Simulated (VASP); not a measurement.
Wanted: the native input for a VASP 6.6.1 run.

```
Task                   : single point
Functional             : PBE
Potentials or basis    : VASP PAW PBE potentials, release 64 (Sn_d, O)
Cutoff                 : 520 eV
k mesh                 : 10 × 10 × 8
Occupations            : gaussian, width 0.05 eV
Spin                   : no spin polarisation
Dipole correction      : no
Further INCAR settings : ALGO = Normal; EDIFF = 1e-06; NBANDS = 28
```

The structure of SnO lies in POSCAR:

```
SnO
1.0
    3.8158424934      0.0000000000      0.0000000000
    0.0000000000      3.8158424934      0.0000000000
    0.0000000000      0.0000000000      5.0679375214
Sn O
2 2
Direct
   -0.0215397020      0.5000000000      0.2286909982
    0.5215397020      0.0000000000      0.7713090018
    0.0022927840      0.0000000000      0.0000000000
    0.4977072160      0.5000000000      0.0000000000
```

This cell differs from its parent crystal: atoms displaced along a vibrational mode, the cell strained.

One way to write it, as run:

INCAR

```
PREC     = Accurate       # precision mode
ENCUT    = 520            # plane-wave cutoff, eV
EDIFF    = 1E-6           # SCF threshold, eV
ISMEAR   = 0              # smearing method
SIGMA    = 0.05           # smearing width, eV
LREAL    = False          # projectors in reciprocal space
LASPH    = True           # aspherical terms in the spheres
NELM     = 100            # most SCF steps
ALGO     = Normal         # electronic algorithm
ISIF     = 2              # what is computed and relaxed
LWAVE    = False          # write WAVECAR
LCHARG   = True           # write CHGCAR
GGA      = PE             # functional
LELF     = True           # ELF
LVHAR    = True         
NBANDS   = 28             # bands
```

KPOINTS

```
Automatic mesh
0
Gamma
  10 10 8
```

Potentials or basis: VASP PAW PBE potentials, release 64 (Sn_d, O).

The run is started by

```console
$ cat potpaw_PBE.64/Sn_d/POTCAR potpaw_PBE.64/O/POTCAR > POTCAR
$ mpirun -np 1 vasp_std > vasp.out
```

It gave:

```json
{"Pressure": "3.1 GPa", "Largest force": "0.658 eV/Å", "Band gap on the k mesh": "0.39 eV (least direct gap 1.93 eV)"}
```

Caveat: the cell differs from its parent crystal (atoms displaced along a vibrational mode, the cell strained); the cell stands under pressure; semilocal functionals underestimate gaps, and a narrow one can read as zero; spin-orbit coupling is left out, which moves the levels of the heavy elements.

Wall time 8.5 min on 1 thread of AMD EPYC 7R43 64-Core Processor (Zen 3) (shared host), peak memory 0.45 GiB.
